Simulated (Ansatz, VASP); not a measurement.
# One calculation of AlIn2N3, two programs

Contents of INCAR:

```
SYSTEM = AlIn2N3
ALGO = Normal
EDIFF = 1E-6
EDIFFG = -0.04
ENCUT = 600
GGA = PE
IBRION = 2
ISIF = 3
ISMEAR = 0
LASPH = .True.
LCHARG = .False.
LREAL = .False.
LWAVE = .False.
NELM = 80
NSW = 90
PREC = Accurate
SIGMA = 0.1
```

File KPOINTS:

```
k-points
0
Gamma
  6 6 4
  0 0 0
```

POSCAR

```
AlIn2N3
1.0
    5.0292303800      0.0000000000      0.0000000000
   -2.5146151900      4.3554412700      0.0000000000
    0.0000000000      0.0000000000      4.5016655400
Al In N
1 2 3
Direct
    0.0000000000      0.0000000000      0.5000000000
    0.6666666700      0.3333333300      0.5000000000
    0.3333333300      0.6666666700      0.0000000000
    0.2203279800      0.7796720200      0.5000000000
    0.2203279800      0.4406559700      0.5000000000
    0.5593440300      0.7796720200      0.5000000000
```

Input for Ansatz:

```yaml
crystal:
  lattice:
    - [5.02923038, 0.0, 0.0]
    - [-2.51461519, 4.35544127, 0.0]
    - [0.0, 0.0, 4.50166554]
  atoms:
    - { symbol: Al, position: [0.0, 0.0, 0.5] }
    - { symbol: In, position: [0.66666667, 0.33333333, 0.5] }
    - { symbol: In, position: [0.33333333, 0.66666667, 0.0] }
    - { symbol: "N", position: [0.22032798, 0.77967202, 0.5] }
    - { symbol: "N", position: [0.22032798, 0.44065597, 0.5] }
    - { symbol: "N", position: [0.55934403, 0.77967202, 0.5] }
basis:
  ecutwfc: 420
kpoints:
  mp_grid: { grid: [6, 6, 4] }
hamiltonian:
  xc: pbe
scf:
  occupations: { method: gaussian, width: 0.1 }
  lower_state_search: "off"
output:
  forces: true
  stress: true
  eigenvalues: true
relax:
  adjacent_minimum: "off"
  f_tol: 0.04
  max_steps: 70
  cell: { stress_tol: 0.4 }
```

Alike in both runs: task relaxation of cell and atoms; functional PBE; k mesh 6 × 6 × 4; occupations gaussian, width 0.1 eV; no spin polarisation.

|  | VASP | Ansatz |
| --- | --- | --- |
| version | VASP 6.6.1 | Ansatz 0.2.0 |
| potentials or method | VASP PAW PBE potentials, release 64 (Al, In_d, N), cutoff 600 eV | scalar-relativistic, plane waves, PAW |
| valence electrons in the cell | 44 | 44 |

|  | VASP | Ansatz | Ansatz less VASP |
| --- | --- | --- | --- |
| gap on the k mesh at the Fermi level, each at its own relaxed structure (eV) | none | none | - |
| relaxed volume (Å³/atom) | 15.85 | 19.61 | +3.764 |
| relaxed cell length with the largest relative difference (Å) | 3.121 | 5.081 | +1.9600 |

A gap of «none» marks a metal or a gap that the smearing closes. One of these differences is far larger than is usual between the two programs; its cause wasn't traced.
